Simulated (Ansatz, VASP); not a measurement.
# HfO2: VASP beside Ansatz

File INCAR:

```
ALGO     = Normal         # electronic algorithm
EDIFF    = 1E-6           # SCF threshold, eV
ENCUT    = 520            # plane-wave cutoff, eV
ISIF     = 2              # what is computed and relaxed
ISMEAR   = -1             # smearing method
LASPH    = True           # aspherical terms in the spheres
LCHARG   = False          # write CHGCAR
LREAL    = False          # projectors in reciprocal space
LWAVE    = False          # write WAVECAR
NBANDS   = 18             # bands
NELM     = 60             # most SCF steps
PREC     = Accurate       # precision mode
SIGMA    = 0.01           # smearing width, eV
```

The input KPOINTS:

```
k-points
0
Gamma
  9 9 9
```

File POSCAR:

```
HfO2
1.0
    0.0000000000      2.5229349520      2.5229349520
    2.5229349520      0.0000000000      2.5229349520
    2.5229349520      2.5229349520      0.0000000000
Hf O
1 2
Direct
    0.0000000000      0.0000000000      0.0000000000
    0.2500000000      0.2500000000      0.2500000000
    0.7500000000      0.7500000000      0.7500000000
```

Input for Ansatz:

```yaml
crystal:
  lattice:
    - [0.0, 2.522934952, 2.522934952]
    - [2.522934952, 0.0, 2.522934952]
    - [2.522934952, 2.522934952, 0.0]
  atoms:
    - { symbol: Hf, position: [0.0, 0.0, 0.0] }
    - { symbol: O, position: [0.25, 0.25, 0.25] }
    - { symbol: O, position: [0.75, 0.75, 0.75] }
kpoints:
  mp_grid: { grid: [9, 9, 9] }
  band_path:
    path:
      - [0.0, 0.0, 0.0]
      - [0.5, 0.0, 0.5]
      - [0.625, 0.25, 0.625]
      - [0.375, 0.375, 0.75]
      - [0.0, 0.0, 0.0]
      - [0.5, 0.5, 0.5]
      - [0.5, 0.25, 0.75]
      - [0.5, 0.0, 0.5]
    npoints: 5
scf:
  occupations: { method: fermi_dirac, width: 0.01 }
hamiltonian:
  xc: lda
  pseudopotentials: { kind: all_electron, lapw: { basis_error: 0.001 } }
output:
  forces: true
  stress: true
  eigenvalues: true
```

Change from the starting cell: volume scaled by 0.96.

Alike in both runs: task single point; functional LDA; k mesh 9 × 9 × 9; occupations fermi-dirac, width 0.01 eV; no spin polarisation.

```csv
,VASP,Ansatz
version,VASP 6.6.1,Ansatz 0.2.0
potentials or method,"VASP PAW LDA potentials, release 64 (Hf_pv, O), cutoff 520 eV","all-electron LAPW, scalar-relativistic"
```

```tsv
	VASP	Ansatz	Ansatz less VASP
gap on the k mesh at the Fermi level (eV)	3.75	3.71	-0.036
pressure (GPa)	-10.2	-7.0	+3.17
```

LDA's correlation is that of Perdew and Zunger in VASP and of Perdew and Wang (1992) in Ansatz. Ansatz ran all-electron here, and VASP with PAW potentials.

Neither program's run includes spin-orbit coupling.
